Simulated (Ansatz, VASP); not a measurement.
**One calculation of CsPbCl3, two programs**

```
Cs Pb Cl
1.0
     5.85285    0.00000    0.00000
     0.00000    5.85285    0.00000
     0.00000    0.00000    5.85285
Cs Pb Cl
1 1 3
Direct
  0.00000 0.00000 0.00000
  0.50000 0.50000 0.50000
  0.50000 0.50000 0.00000
  0.00000 0.50000 0.50000
  0.50000 0.00000 0.50000
```

Alike in both runs: task single point; functional PBE; k mesh 4 × 4 × 4; no spin polarisation.

```csv
,VASP,Ansatz
version,VASP 6.6.1,Ansatz 0.2.0
potentials or method,"VASP PAW PBE potentials, release 64 (Cs_sv, Pb_d, Cl)","plane waves, PAW"
plane-wave cutoff (eV),520,420
occupations,"gaussian, width 0.01 eV",fixed
valence electrons in the cell,44,44
```

```csv
,VASP,Ansatz,Ansatz less VASP
gap on the k mesh at the Fermi level (eV),2.41,2.40,-0.007
pressure (GPa),-1.2,-1.1,+0.05
```

Spin-orbit coupling is off throughout.
